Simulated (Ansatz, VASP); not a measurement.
# Two plane-wave programs on Pd

File INCAR:

```
SYSTEM = Pd
PREC = Accurate
ENCUT = 520
EDIFF = 1E-7
ISMEAR = -1
SIGMA = 0.1
LREAL = .FALSE.
LASPH = .TRUE.
NELM = 80
ALGO = Normal
ISIF = 2
LWAVE = .FALSE.
LCHARG = .FALSE.
GGA = B5
ALDAX = 1.0
AGGAX = 1.0
AGGAC = 1.0
ALDAC = 0.0
NBANDS = 28
```

The input KPOINTS:

```
regular mesh
0
G
  14 14 4
  0 0 0
```

POSCAR

```
Pd
1.0
    2.9151684718      0.0000000000      0.0000000000
   -1.4575842359      2.5246099528      0.0000000000
    0.0000000000      0.0000000000      9.6306598119
Pd
4
Direct
    0.0000000000      0.0000000000      0.0000000000
    1.0000000000      0.0000000000      0.5000000000
    0.3333333333      0.6666666667      0.2500000000
    0.6666666667      0.3333333333      0.7500000000
```

Input for Ansatz:

```yaml
crystal:
  lattice:
    - [2.9151684718, 0.0, 0.0]
    - [-1.4575842359, 2.5246099528, 0.0]
    - [0.0, 0.0, 9.6306598119]
  atoms:
    - { symbol: Pd, position: [0.0, 0.0, 0.0] }
    - { symbol: Pd, position: [1.0, 0.0, 0.5] }
    - { symbol: Pd, position: [0.3333333333, 0.6666666667, 0.25] }
    - { symbol: Pd, position: [0.6666666667, 0.3333333333, 0.75] }
hamiltonian:
  xc: blyp
  pseudopotentials:
    kind: paw
    azcp:
      Pd: "pseudopotentials/Pd.paw.azcp"
basis:
  ecutwfc: 420
  fft_grid_basis: typed
kpoints:
  mp_grid: { grid: [14, 14, 4], shift: [0, 0, 0] }
magnetization:
  spin_polarized: false
scf:
  occupations: { method: fermi_dirac, width: 0.1 }
  lower_state_search: "off"
output:
  stress: true
```

Alike in both runs: task single point; functional BLYP; k mesh 14 × 14 × 4; occupations fermi-dirac, width 0.1 eV; no spin polarisation.

```csv
,VASP,Ansatz
version,VASP 6.6.1,Ansatz 0.2.0
potentials or method,"VASP PAW PBE potentials, release 64 (Pd), cutoff 520 eV","plane waves (420 eV) with PAW, scalar-relativistic"
valence electrons in the cell,40,72
```

|  | VASP | Ansatz | Ansatz less VASP |
| --- | --- | --- | --- |
| pressure (GPa) | -8.0 | -8.2 | -0.21 |
| traceless stress, the component that is largest in VASP (GPa) | -0.22 | -0.20 | +0.022 |

VASP's potentials were made for PBE, not for BLYP. With one functional, cell and mesh, what is left measures potentials, basis and numerics. VASP's potentials hold 40 valence electrons a cell and Ansatz's 72, so a difference there can come from the potentials and not from the codes.
